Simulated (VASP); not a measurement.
# TiC (rocksalt type) (Fm-3m) in VASP: a series of runs, part 2 of 2

VASP 6.6.1. Earlier steps stand in the parts before.

## 3. Relaxation of cell and atoms, PBE, target pressure 300 GPa, at which the enthalpy is minimised

This run uses another cell than the first one, of 6.30 Å³/atom.

INCAR

```
  PREC = Accurate
  ENCUT = 600
  EDIFF = 1E-7
  ISMEAR = -1
  SIGMA = 0.05
  LREAL = F
  LASPH = T
  NELM = 60
  ALGO = Normal
  ISIF = 3
  LWAVE = F
  LCHARG = F
  GGA = PE
  IBRION = 2
  NSW = 60
  EDIFFG = -0.005
  PSTRESS = 3000.0
```

KPOINTS

```
Automatic mesh
0
Gamma
  18 18 18
```

POSCAR

```
TiC
1.0
    0.0000000000      1.8472533104      1.8472533104
    1.8472533104      0.0000000000      1.8472533104
    1.8472533104      1.8472533104      0.0000000000
Ti C
1 1
Direct
    0.0000000000      0.0000000000      0.0000000000
    0.5000000000      0.5000000000      0.5000000000
```

Potentials or basis: VASP PAW PBE potentials, release 64 (Ti_sv, C).

Command:

```console
cat potpaw_PBE.64/Ti_sv/POTCAR potpaw_PBE.64/C/POTCAR > POTCAR
mpirun -np 1 vasp_std > vasp.out
```

OUTCAR:

```text
PREC = Accurate
   ENCUT = 600
   EDIFF = 1E-7
   ISMEAR = -1
   LREAL = F
   LASPH = T
   NELM = 60
   ISIF = 3
   GGA = PE
   IBRION = 2
   NSW = 60
   EDIFFG = -0.005
   PSTRESS = 3000.0

 ion  position               nearest neighbor table
   1  0.000  0.000  0.000-   2 1.85   2 1.85   2 1.85   2 1.85   2 1.85   2 1.85
   2  0.500  0.500  0.500-   1 1.85   1 1.85   1 1.85   1 1.85   1 1.85   1 1.85

  LATTYP: Found a face centered cubic cell.
 ALAT       =     3.6945066208

  Lattice vectors:

 A1 = (   0.0000000000,   1.8472533104,   1.8472533104)
 A2 = (   1.8472533104,   0.0000000000,   1.8472533104)
 A3 = (   1.8472533104,   1.8472533104,   0.0000000000)

Analysis of symmetry for initial positions (statically):
=====================================================================
 Subroutine PRICEL returns:
 Original cell was already a primitive cell.

 Routine SETGRP: Setting up the symmetry group for a
 face centered cubic supercell.

 Subroutine GETGRP returns: Found 48 space group operations
 (whereof 48 operations were pure point group operations)
 out of a pool of 48 trial point group operations.

The static configuration has the point symmetry O_h .

Analysis of symmetry for dynamics (positions and initial velocities):
=====================================================================
 Subroutine PRICEL returns:
 Original cell was already a primitive cell.

 Routine SETGRP: Setting up the symmetry group for a
 face centered cubic supercell.

 Subroutine GETGRP returns: Found 48 space group operations
 (whereof 48 operations were pure point group operations)
 out of a pool of 48 trial point group operations.

The dynamic configuration has the point symmetry O_h .

 Subroutine INISYM returns: Found 48 space group operations
 (whereof 48 operations are pure point group operations),
 and found     1 'primitive' translations

----------------------------------------------------------------------------------------

                                     Primitive cell

  volume of cell :      12.6069

  direct lattice vectors                    reciprocal lattice vectors
     0.000000000  1.847253310  1.847253310    -0.270672136  0.270672136  0.270672136
     1.847253310  0.000000000  1.847253310     0.270672136 -0.270672136  0.270672136
     1.847253310  1.847253310  0.000000000     0.270672136  0.270672136 -0.270672136

  length of vectors
     2.612410685  2.612410685  2.612410685     0.468817892  0.468817892  0.468817892

  position of ions in fractional coordinates (direct lattice)
     0.000000000  0.000000000  0.000000000
     0.500000000  0.500000000  0.500000000

  ion indices of the primitive-cell ions
   primitive index   ion index
                 1           1
                 2           2

----------------------------------------------------------------------------------------

 KPOINTS: Automatic mesh

Automatic generation of k-mesh.
 Grid dimensions read from file:
 generate k-points for:   18   18   18
[... 50 lines left out ...]
   dimension x,y,z NGXF=    48 NGYF=   48 NGZF=   48
   ions per type =               1   1
   NGX,Y,Z   is equivalent  to a cutoff of  15.27, 15.27, 15.27 a.u.
   NGXF,Y,Z  is equivalent  to a cutoff of  30.55, 30.55, 30.55 a.u.
 SYSTEM =  unknown system
   PREC   = accura    normal or accurate (medium, high low for compatibility)
   ISTART =      0    job   : 0-new  1-cont  2-samecut
   ICHARG =      2    charge: 1-file 2-atom 10-const
   ISPIN  =      1    spin polarized calculation?
   LNONCOLLINEAR =      F non collinear calculations
   LSORBIT =      F    spin-orbit coupling
   LASPH  =      T    aspherical Exc in radial PAW
   ENCUT  =  600.0 eV  44.10 Ry    6.64 a.u.   5.22  5.22  5.22*2*pi/ulx,y,z
   NELM   =     60;   NELMIN=  2; NELMDL= -5     # of ELM steps
   EDIFF  = 0.1E-06   stopping-criterion for ELM
   LREAL  =      F    real-space projection
   EDIFFG = -.5E-02   stopping-criterion for IOM
   NSW    =     60    number of steps for IOM
   IBRION =      2    ionic relax: 0-MD 1-quasi-New 2-CG
   NFREE  =      1    steps in history (QN), initial steepest desc. (CG)
   ISIF   =      3    stress and relaxation
   ISYM   =      2    0-nonsym 1-usesym 2-fastsym
   POTIM  = 0.5000    time-step for ionic-motion
   TEBEG  =    0.0;   TEEND  =   0.0 temperature during run
   PSTRESS= 3000.0 pullay stress
   NELECT =      16.0000    total number of electrons
   NUPDOWN=      -1.0000    fix difference up-down
   EMIN   =  10.00;   EMAX   =-10.00  energy-range for DOS
   EFERMI =   0.00;   METHOD = LEGACY
   ISMEAR =    -1;   SIGMA  =   0.05  broadening in eV -4-tet -1-fermi 0-gaus
   EFERMI_NEDOS =   21; number of points for ismear=-14 and -15
   IALGO  =     38    algorithm
   IMIX   =      4    mixing-type and parameters
     AMIX     =   0.40;   BMIX     =  1.00
     AMIX_MAG =   1.60;   BMIX_MAG =  1.00
  volume/ion in A,a.u.               =       6.30        42.54
  Fermi-wavevector in a.u.,A,eV,Ry     =   1.772468  3.349479 42.744640  3.141642
  Thomas-Fermi vector in A             =   2.838854
   LORBIT       =      0    0 simple, 1 ext, 2 COOP (PROOUT), +10 PAW based schemes
   GGA     = PE    functional components
   LHFCALC =     F    Hartree Fock is set to
   AEXX    =    0.0000 exact exchange contribution
   IVDW    =     0    specifies the selected vdW correction
   LEPSILON=     F    determine dielectric tensor
   LRPA    =     F    only Hartree local field effects (RPA)
 conjugate gradient relaxation of ions
 non-spin polarized calculation
  energy-cutoff  :      600.00
  volume of cell :       12.61
 maximum number of plane-waves:       444
 NGX is ok and might be reduce to    24
   NGX = 11   NGY = 11   NGZ = 11

--------------------------------------- Ionic step        1  -------------------------------------------

 number of electron      16.0000001 magnetization

 Free energy of the ion-electron system (eV)
  ---------------------------------------------------
  ext. energy  EPLUGINS =         0.00000000
  ---------------------------------------------------
  free energy    TOTEN  =       -13.76483995 eV

  energy without entropy =      -13.76347479  energy(sigma->0) =      -13.76415737

------------------------ aborting loop because EDIFF is reached ----------------------------------------

  FORCE on cell =-STRESS in cart. coord.  units (eV):
  Direction    XX          YY          ZZ          XY          YZ          ZX
  --------------------------------------------------------------------------------------
  -------------------------------------------------------------------------------------
  Total       23.6438306     23.6438306     23.6438306      0.0000000      0.0000000      0.0000000
  in kB     3004.8241838   3004.8241838   3004.8241838      0.0000000      0.0000000      0.0000000
  external PRESSURE =       4.8241838 kB  Pullay stress =    3000.0000000 kB
[... 63 lines left out ...]
--------------------------------------- Ionic step        3  -------------------------------------------

 number of electron      16.0000001 magnetization

 Free energy of the ion-electron system (eV)
  ---------------------------------------------------
  ext. energy  EPLUGINS =         0.00000000
  ---------------------------------------------------
  free energy    TOTEN  =       -13.77430867 eV

  energy without entropy =      -13.77294471  energy(sigma->0) =      -13.77362669

 E-fermi :  16.1540     XC(G=0): -15.3603

 val. band max:       16.1350264187   @ k =   0.0556   0.0000   0.0000
 cond. band min:      16.2238704294   @ k =   0.3333   0.2778   0.0556
 fundamental gap:      0.0888440107
 Fermi energy:        16.1539822260

 k-point     1 :       0.0000    0.0000    0.0000
  band No.  band energies     occupation
      1     -39.5178      2.00000
      2     -14.7607      2.00000
      3     -14.7607      2.00000
      4     -14.7607      2.00000
      5       1.8619      2.00000
      6      16.6365      0.00013
      7      16.6365      0.00013
      8      16.6365      0.00013
      9      18.4342      0.00000
     10      18.4342      0.00000
     11      18.4342      0.00000
     12      18.8056      0.00000
[... 331 lines left out ...]
 k-point    24 :      -0.2222    0.0556    0.0000
  band No.  band energies     occupation
      1     -39.2626      2.00000
      2     -16.0125      2.00000
      3     -14.9444      2.00000
      4     -14.8113      2.00000
      5       4.1471      2.00000
      6      12.3575      2.00000
      7      12.9253      2.00000
      8      13.4381      2.00000
      9      18.2317      0.00000
     10      19.0892      0.00000
     11      20.7683      0.00000
     12      24.6560      0.00000

 [... further k-points ...]

------------------------ aborting loop because EDIFF is reached ----------------------------------------

  FORCE on cell =-STRESS in cart. coord.  units (eV):
  Direction    XX          YY          ZZ          XY          YZ          ZX
  --------------------------------------------------------------------------------------
  -------------------------------------------------------------------------------------
  Total       23.6137726     23.6137726     23.6137726      0.0000000      0.0000000     -0.0000000
  in kB     2999.8018785   2999.8018785   2999.8018785      0.0000000      0.0000000     -0.0000000
  external PRESSURE =      -0.1981215 kB  Pullay stress =    3000.0000000 kB
[... 21 lines left out ...]
  energy  without entropy=      -13.7729447144  energy(sigma->0) =      -13.77362669

  enthalpy is  TOTEN    =         9.8410235266 eV   P V=       23.6153321968

 reached required accuracy - stopping structural energy minimisation
```

OSZICAR:

```text
N       E                     dE             d eps       ncg     rms          rms(c)
DAV:   1     0.133835229567E+03    0.13384E+03   -0.93602E+03  4688   0.195E+03
DAV:   2    -0.904146323014E+01   -0.14288E+03   -0.13510E+03  4896   0.426E+02
DAV:   3    -0.172763529659E+02   -0.82349E+01   -0.79635E+01  5636   0.988E+01
[... 28 lines left out ...]
DAV:   5    -0.137743041076E+02   -0.25018E-04   -0.42479E-05  7136   0.386E-02    0.104E-02
DAV:   6    -0.137743074911E+02   -0.33835E-05   -0.39024E-06  5284   0.154E-02    0.670E-03
DAV:   7    -0.137743083512E+02   -0.86013E-06   -0.12673E-06  6372   0.920E-03    0.401E-03
DAV:   8    -0.137743086482E+02   -0.29697E-06   -0.12210E-06  4888   0.106E-02    0.356E-04
DAV:   9    -0.137743086703E+02   -0.22079E-07   -0.16411E-07  4600   0.355E-03
   3 F= 0.98410235E+01 E0= 0.98417055E+01  d E =-.747192E-05
```

CONTCAR:

```text
TiC
   1.00000000000000
     0.0000000000000000    1.8475000708828531    1.8475000708828531
     1.8475000708828531    0.0000000000000000    1.8475000708828531
     1.8475000708828531    1.8475000708828531   -0.0000000000000000
  Ti              C
     1     1
Direct
     0.0000000000000000    0.0000000000000000    0.0000000000000000
     0.5000000000000000    0.5000000000000000    0.5000000000000000

  0.00000000E+00  0.00000000E+00  0.00000000E+00
  0.00000000E+00  0.00000000E+00  0.00000000E+00
```

It took 100 s on 1 thread of Intel Xeon Platinum 8175M at 2.50GHz (Skylake/Cascade Lake), shared host; peak memory 0.17 GiB.

Results:

```
Free energy                                                : -13.7743 eV
Relaxed volume                                             : 6.31 Å³/atom
Relaxed cell                                               : a = 2.613 Å, b = 2.613 Å, c = 2.613 Å, α = 60.00°, β = 60.00°, γ = 60.00°
Space group after relaxing (to 0.1 Å)                      : Fm-3m (No. 225)
Energy change on relaxing (the run minimises the enthalpy) : -4.7 meV/atom
Ionic steps                                                : 3
Pressure after relaxing                                    : 300.0 GPa
Band gap on the k mesh                                     : zero (bands 8 and 9 overlap by 1.37 eV)
```

Step by step:
```
step  energy change (eV)  largest force (eV/Å)  pressure (GPa)  volume (Å³)
   1              0.0000                0.0000          300.48        12.61
   2             -0.0647                0.0000          297.25        12.64
   3             -0.0095                0.0000          299.98        12.61
```

Final structure:
```
CELL_PARAMETERS angstrom
0.00000 1.84750 1.84750
1.84750 0.00000 1.84750
1.84750 1.84750 0.00000
ATOMIC_POSITIONS crystal
Ti 0.00000 0.00000 0.00000
C 0.50000 0.50000 0.50000
```

Caveat: the cell is relaxed towards a set pressure, so the run minimises the enthalpy, not the energy.

## 4. Relaxation of cell and atoms, PBE, target pressure 300 GPa, at which the enthalpy is minimised

INCAR

```
PREC = Accurate
ENCUT = 600
EDIFF = 1E-6
ISMEAR = -1
SIGMA = 0.05
LREAL = False
LASPH = True
NELM = 60
ALGO = Normal
ISIF = 3
LWAVE = False
LCHARG = False
GGA = PE
IBRION = 2
NSW = 32
EDIFFG = -0.005
PSTRESS = 3000.0
```

KPOINTS

```
regular mesh
0
Gamma
  18 18 18
```

POSCAR

```
TiC
1.0
    0.0000000000      1.8490923784      1.8490923784
    1.8490923784      0.0000000000      1.8490923784
    1.8490923784      1.8490923784      0.0000000000
Ti C
1 1
Direct
    0.0000000000      0.0000000000      0.0000000000
    0.5000000000      0.5000000000      0.5000000000
```

Command:

```console
cat potpaw_PBE.64/Ti_sv/POTCAR potpaw_PBE.64/C/POTCAR > POTCAR
mpirun -np 1 vasp_std > vasp.out
```

Wall time 98 s (1 thread of Intel Xeon Platinum 8175M at 2.50GHz (Skylake/Cascade Lake), shared host); peak memory 0.17 GiB.

The run converged. Its results:

```
Free energy                                                : -13.7747 eV
Relaxed volume                                             : 6.31 Å³/atom
Relaxed cell                                               : a = 2.613 Å, b = 2.613 Å, c = 2.613 Å, α = 60.00°, β = 60.00°, γ = 60.00°
Space group after relaxing (to 0.1 Å)                      : Fm-3m (No. 225)
Energy change on relaxing (the run minimises the enthalpy) : +30.3 meV/atom
Ionic steps                                                : 3
Pressure after relaxing                                    : 300.1 GPa
Band gap on the k mesh                                     : zero (bands 8 and 9 overlap by 1.37 eV)
```

The path:
| step | energy change (eV) | largest force (eV/Å) | pressure (GPa) | volume (Å³) |
| --- | --- | --- | --- | --- |
| 1 | 0.0000 | 0.0000 | 296.91 | 12.64 |
| 2 | 0.4261 | 0.0000 | 318.16 | 12.42 |
| 3 | 0.0606 | 0.0000 | 300.07 | 12.61 |

Final structure:
```
Ti C
1.0
     0.00000    1.84751    1.84751
     1.84751    0.00000    1.84751
     1.84751    1.84751    0.00000
Ti C
1 1
Direct
  0.00000 0.00000 0.00000
  0.50000 0.50000 0.50000
```

Levels at points of the mesh, in eV from the Fermi level:
```csv
k point,band 4,band 5,band 6,band 7,band 8,band 9,band 10,band 11,band 12
"(0.00, 0.00, 0.00)",-30.91,-14.29,0.48,0.48,0.48,2.28,2.28,2.28,2.65
"(0.50, 0.00, 0.00)",-31.10,-8.39,-7.60,-5.03,-5.03,5.04,5.04,7.44,11.04
"(0.50, 0.50, 0.00)",-31.73,-12.54,-3.81,-2.69,0.81,0.81,4.67,6.27,6.27
```

Caveat: the cell is relaxed towards a set pressure, so the run minimises the enthalpy, not the energy.

## 5. Overview

| task | cell | cutoff (eV) | gap on the mesh (eV) | pressure (GPa) |
| --- | --- | --- | --- | --- |
| single point | a = 2.615 Å, angles 60.0°, 2 atoms | 520 | none | 297.3 |
| relaxation of cell and atoms | relaxed to 300 GPa from a = 2.612 Å, angles 60.0°, 2 atoms | 600 | none | 300.0 |
| relaxation of cell and atoms | relaxed to 300 GPa from a = 2.615 Å, angles 60.0°, 2 atoms | 600 | none | 300.1 |

Alike in all rows: level PBE; potentials or basis VASP PAW PBE potentials, release 64 (Ti_sv, C); no spin polarisation; k mesh 18 × 18 × 18; smearing fermi-dirac 0.05 eV.

Caveats: the cell is relaxed towards a set pressure, so the run minimises the enthalpy, not the energy (at least some runs); the cell stands under pressure (at least some runs).

Absolute energies hang on the potentials; compare differences alone.

The gap in the log of VASP goes by the Fermi energy; the results here count the filled bands.